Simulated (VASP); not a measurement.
TiC: single point with RPBE+D4

Crystal: TiC.

```
CELL_PARAMETERS angstrom
0.00000 2.19422 2.19422
2.19422 0.00000 2.19422
2.19422 2.19422 0.00000
ATOMIC_POSITIONS crystal
Ti 0.00000 0.00000 0.00000
C 0.50000 0.50000 0.50000
```

```json
{"Program": "VASP 6.6.1", "Task": "single point", "Functional": "RPBE", "Dispersion": "D4", "Potentials or basis": "VASP PAW PBE potentials, release 64 (Ti_sv, C)", "Cutoff": "520 eV", "k mesh": "11 × 11 × 11", "Occupations": "fermi-dirac, width 0.05 eV", "Spin": "no spin polarisation"}
```

| Item | Value |
| --- | --- |
| Pressure | -14.1 GPa |
| Band gap on the k mesh | zero (band 8 reaches 9.77 eV, above the bottom of band 9 at 8.67 eV) |
| Dispersion energy per atom | -0.541 eV |

Levels at points of the mesh, in eV from the Fermi level:
| k point | band 6 | band 7 | band 8 | band 9 | band 10 | band 11 |
| --- | --- | --- | --- | --- | --- | --- |
| (0.00, 0.00, 0.00) | 0.63 | 0.63 | 0.63 | 1.56 | 1.56 | 1.56 |

Wall time 7.2 s on 1 thread of Intel(R) Xeon(R) 6975P-C (Granite Rapids), with other jobs on the host, peak memory 0.15 GiB.

Caveat: the PAW data sets were made with another functional, which shifts forces and pressure a little; pairwise dispersion overbinds metals, which lowers pressure and volume.
